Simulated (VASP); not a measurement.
# Si3N4 (I-43d) in VASP: notebook, part 2 of 2

VASP 6.6.1. Earlier steps stand in the parts before.

**4. Single point, PBE (10.06 Å³/atom)**

This run uses another cell than the first one, of 10.06 Å³/atom.

File INCAR:

```
  PREC = Accurate
  ENCUT = 520
  EDIFF = 1E-7
  ISMEAR = 0
  SIGMA = 0.02
  LREAL = False
  LASPH = True
  NELM = 80
  ALGO = Normal
  ISIF = 2
  LWAVE = False
  LCHARG = False
  GGA = PE
  NBANDS = 45
```

File KPOINTS:

```
Automatic mesh
0
Gamma
  6 6 6
```

File POSCAR:

```
Si3N4
1.0
   -3.2773374670      3.2773374670      3.2773374670
    3.2773374670     -3.2773374670      3.2773374670
    3.2773374670      3.2773374670     -3.2773374670
Si N
6 8
Direct
    0.2500000000      0.1250000000      0.8750000000
    0.8750000000      0.2500000000      0.1250000000
    0.7500000000      0.3750000000      0.6250000000
    0.6250000000      0.7500000000      0.3750000000
    0.1250000000      0.8750000000      0.2500000000
    0.3750000000      0.6250000000      0.7500000000
    0.5648058164      0.5648058164      0.5648058164
    0.4351941836      0.5000000000      0.0000000000
    0.5000000000      0.0000000000      0.9351941836
    0.0000000000      0.4351941836      0.5000000000
    0.9351941836      0.5000000000      0.0000000000
    0.0648058164      0.0648058164      0.0648058164
    0.0000000000      0.9351941836      0.5000000000
    0.5000000000      0.0000000000      0.4351941836
```

Potentials or basis: VASP PAW PBE potentials, release 64 (Si, N).

Run with:

```console
$ cat potpaw_PBE.64/Si/POTCAR potpaw_PBE.64/N/POTCAR > POTCAR
$ mpirun -np 1 vasp_std > vasp.out
```

OUTCAR:

```text
PREC = Accurate
   ENCUT = 520
   EDIFF = 1E-7
   ISMEAR = 0
   LREAL = False
   LASPH = True
   NELM = 80
   ISIF = 2
   GGA = PE

 ion  position               nearest neighbor table
   1  0.250  0.125  0.875-   8 1.77   9 1.77  12 1.77  13 1.77   6 3.07   2 3.07   4 3.07   2 3.07
                             5 3.07   5 3.07   6 3.07   4 3.07
   2  0.875  0.250  0.125-  10 1.77  11 1.77  12 1.77   9 1.77   6 3.07   1 3.07   3 3.07   5 3.07
                             3 3.07   1 3.07   6 3.07   5 3.07
   3  0.750  0.375  0.625-   7 1.77  10 1.77  11 1.77  14 1.77   5 3.07   2 3.07   4 3.07   6 3.07
                             2 3.07   4 3.07   5 3.07   6 3.07
   4  0.625  0.750  0.375-   7 1.77   8 1.77  13 1.77  14 1.77   6 3.07   1 3.07   3 3.07   3 3.07
                             5 3.07   6 3.07   1 3.07   5 3.07
   5  0.125  0.875  0.250-  11 1.77  12 1.77  13 1.77  14 1.77   4 3.07   3 3.07   1 3.07   1 3.07
                             2 3.07   3 3.07   4 3.07   2 3.07
   6  0.375  0.625  0.750-   7 1.77   8 1.77   9 1.77  10 1.77   4 3.07   2 3.07   4 3.07   1 3.07
                             3 3.07   1 3.07   2 3.07   3 3.07
   7  0.565  0.565  0.565-   6 1.77   4 1.77   3 1.77
[... 972 lines left out ...]
  --------------------------------------------------------------------------------------
  -------------------------------------------------------------------------------------
  Total       -6.4194833     -6.4194833     -6.4194833      0.0000000     -0.0000000     -0.0000000
  in kB      -73.0444421    -73.0444421    -73.0444421      0.0000000     -0.0000000     -0.0000000
  external PRESSURE =     -73.0444421 kB  Pullay stress =       0.0000000 kB

 VOLUME and BASIS-vectors are now :
 -----------------------------------------------------------------------------
  energy-cutoff  :      520.00
  volume of cell :      140.81
      direct lattice vectors                 reciprocal lattice vectors
    -3.277337467  3.277337467  3.277337467     0.000000000  0.152562867  0.152562867
     3.277337467 -3.277337467  3.277337467     0.152562867  0.000000000  0.152562867
     3.277337467  3.277337467 -3.277337467     0.152562867  0.152562867  0.000000000

 POSITION                                       TOTAL-FORCE (eV/Angst)
 -----------------------------------------------------------------------------------
      2.45800      3.27734     -1.63867         0.000000     -0.000000      0.000000
     -1.63867      2.45800      3.27734         0.000000     -0.000000      0.000000
      0.81933      3.27734      1.63867         0.000000      0.000000      0.000000
      1.63867      0.81933      3.27734         0.000000      0.000000      0.000000
      3.27734     -1.63867      2.45800         0.000000     -0.000000      0.000000
      3.27734      1.63867      0.81933         0.000000      0.000000     -0.000000
      1.85106      1.85106      1.85106         0.002230      0.002230      0.002230
      0.21239     -0.21239      3.06495         0.002230     -0.002230     -0.002230
      1.42628      4.70362     -1.42628        -0.002230     -0.002230      0.002230
      3.06495      0.21239     -0.21239        -0.002230      0.002230     -0.002230
     -1.42628      1.42628      4.70362         0.002230     -0.002230     -0.002230
      0.21239      0.21239      0.21239         0.002230      0.002230      0.002230
      4.70362     -1.42628      1.42628        -0.002230      0.002230     -0.002230
     -0.21239      3.06495      0.21239        -0.002230     -0.002230      0.002230
 -----------------------------------------------------------------------------------
    total drift:                                0.000001      0.000001      0.000002

  FREE ENERGIE OF THE ION-ELECTRON SYSTEM (eV)
  ---------------------------------------------------
  free  energy   TOTEN  =      -113.0557351062 eV

  energy  without entropy=     -113.0557351062  energy(sigma->0) =     -113.05573511
```

OSZICAR:

```text
N       E                     dE             d eps       ncg     rms          rms(c)
DAV:   1     0.255789206067E+03    0.25579E+03   -0.31104E+04  1440   0.131E+03
DAV:   2    -0.106949703618E+03   -0.36274E+03   -0.34450E+03  1828   0.270E+02
DAV:   3    -0.128386009437E+03   -0.21436E+02   -0.21278E+02  1848   0.676E+01
DAV:   4    -0.128681146879E+03   -0.29514E+00   -0.29408E+00  1808   0.854E+00
DAV:   5    -0.128687677286E+03   -0.65304E-02   -0.65223E-02  1779   0.117E+00    0.276E+01
DAV:   6    -0.113082481809E+03    0.15605E+02   -0.57801E+01  1739   0.300E+01    0.122E+01
DAV:   7    -0.113095956508E+03   -0.13475E-01   -0.27714E+00  1832   0.686E+00    0.599E+00
DAV:   8    -0.113055651920E+03    0.40305E-01   -0.14208E-01  1712   0.188E+00    0.190E+00
DAV:   9    -0.113054477156E+03    0.11748E-02   -0.31228E-02  1800   0.897E-01    0.335E-01
DAV:  10    -0.113055703831E+03   -0.12267E-02   -0.31655E-03  1744   0.237E-01    0.122E-01
DAV:  11    -0.113055730352E+03   -0.26521E-04   -0.59517E-04  1704   0.115E-01    0.298E-02
DAV:  12    -0.113055732950E+03   -0.25978E-05   -0.18289E-05  1744   0.244E-02    0.103E-02
DAV:  13    -0.113055734901E+03   -0.19511E-05   -0.33705E-06  1664   0.910E-03    0.319E-03
DAV:  14    -0.113055735052E+03   -0.15100E-06   -0.21121E-07  1424   0.224E-03    0.165E-03
DAV:  15    -0.113055735106E+03   -0.54428E-07   -0.80814E-08  1120   0.148E-03
   1 F= -.11305574E+03 E0= -.11305574E+03  d E =-.151622E-19
```

stdout:

```text
POSCAR found type information on POSCAR SiN
 POSCAR found :  2 types and      14 ions
 scaLAPACK will be used
 LDA part: xc-table for (Slater+PW92), standard interpolation
 POSCAR, INCAR and KPOINTS ok, starting setup
 FFT: planning ... GRIDC
 FFT: planning ... GRID_SOFT
 FFT: planning ... GRID
 WAVECAR not read
 entering main loop
```

It took 70 s on 1 thread of Intel Xeon 6975P-C (Granite Rapids), shared host; peak memory 0.28 GiB.

What came out:

```
Free energy            : -113.0557 eV
Pressure               : -7.3 GPa
Largest force          : 0.004 eV/Å
Band gap on the k mesh : 3.91 eV (least direct gap 4.12 eV)
```

Forces on the atoms (eV/Å):
```
Si   0.000  0.000  0.000
Si   0.000  0.000  0.000
Si   0.000  0.000  0.000
Si   0.000  0.000  0.000
Si   0.000  0.000  0.000
Si   0.000  0.000  0.000
N    0.002  0.002  0.002
N    0.002 -0.002 -0.002
N   -0.002 -0.002  0.002
N   -0.002  0.002 -0.002
N    0.002 -0.002 -0.002
N    0.002  0.002  0.002
N   -0.002  0.002 -0.002
N   -0.002 -0.002  0.002
```

Caveat: the cell stands under tension. A k mesh can miss the band edges.

**5. Single point, PBE (10.35 Å³/atom)**

This run uses another cell than the first one, of 10.35 Å³/atom.

File INCAR:

```
PREC = Accurate
ENCUT = 520
EDIFF = 1E-6
ISMEAR = 0
SIGMA = 0.02
LREAL = False
LASPH = True
NELM = 80
ALGO = Normal
ISIF = 2
LWAVE = False
LCHARG = False
GGA = PE
NBANDS = 45
```

File KPOINTS:

```
regular mesh
0
Gamma
  6 6 6
```

File POSCAR:

```
Si3N4
1.0
   -3.3088522606      3.3088522606      3.3088522606
    3.3088522606     -3.3088522606      3.3088522606
    3.3088522606      3.3088522606     -3.3088522606
Si N
6 8
Direct
    0.2500000000      0.1250000000      0.8750000000
    0.8750000000      0.2500000000      0.1250000000
    0.7500000000      0.3750000000      0.6250000000
    0.6250000000      0.7500000000      0.3750000000
    0.1250000000      0.8750000000      0.2500000000
    0.3750000000      0.6250000000      0.7500000000
    0.5665675918      0.5665675918      0.5665675918
    0.4334324082      0.5000000000      0.0000000000
    0.5000000000      0.0000000000      0.9334324082
    0.0000000000      0.4334324082      0.5000000000
    0.9334324082      0.5000000000      0.0000000000
    0.0665675918      0.0665675918      0.0665675918
    0.0000000000      0.9334324082      0.5000000000
    0.5000000000      0.0000000000      0.4334324082
```

Run with:

```console
$ cat potpaw_PBE.64/Si/POTCAR potpaw_PBE.64/N/POTCAR > POTCAR
$ mpirun -np 1 vasp_std > vasp.out
```

Run time: 61 s. Hardware: 1 thread of Intel Xeon 6975P-C (Granite Rapids), shared host; peak memory 0.33 GiB.

The run converged. Its results:

- Free energy: -112.7923 eV
- Pressure: -13.4 GPa
- Band gap on the k mesh: 3.79 eV (least direct gap 3.95 eV)

Forces on the atoms (eV/Å):
```
Si   0.000  0.000  0.000
Si   0.000  0.000  0.000
Si   0.000  0.000  0.000
Si   0.000  0.000  0.000
Si   0.000  0.000  0.000
Si   0.000  0.000  0.000
N    0.002  0.002  0.002
N    0.002 -0.002 -0.002
N   -0.002 -0.002  0.002
N   -0.002  0.002 -0.002
N    0.002 -0.002 -0.002
N    0.002  0.002  0.002
N   -0.002  0.002 -0.002
N   -0.002 -0.002  0.002
```

Levels at points of the mesh, in eV from the valence-band top:
```tsv
k point	band 29	band 30	band 31	band 32	band 33	band 34	band 35	band 36
(0.00, 0.00, 0.00)	-0.16	-0.16	-0.16	-0.07	3.87	4.26	4.26	4.26
(0.50, 0.00, 0.00)	-1.20	-1.20	-0.02	-0.02	4.75	4.75	5.37	5.37
(0.50, 0.50, 0.50)	-1.76	-1.76	-1.13	-1.13	5.16	5.16	5.16	5.16
```

Caveat: the cell stands under tension.

**6. Overview**

| cell | gap on the mesh (eV) | pressure (GPa) |
| --- | --- | --- |
| a = 5.621 Å, angles 109.5°, 14 atoms, atomic positions A | 4.04 | -0.3 |
| a = 5.677 Å, angles 109.5°, 14 atoms, atomic positions A | 3.91 | -7.3 |
| a = 5.731 Å, angles 109.5°, 14 atoms, atomic positions B | 3.79 | -13.4 |

Alike in all rows: task single point; level PBE; potentials or basis VASP PAW PBE potentials, release 64 (Si, N); no spin polarisation; k mesh 6 × 6 × 6; cutoff (eV) 520; smearing gaussian 0.02 eV.

Caveats: the cell stands under tension (at least some runs).

Absolute energies hang on the potentials; compare differences alone.
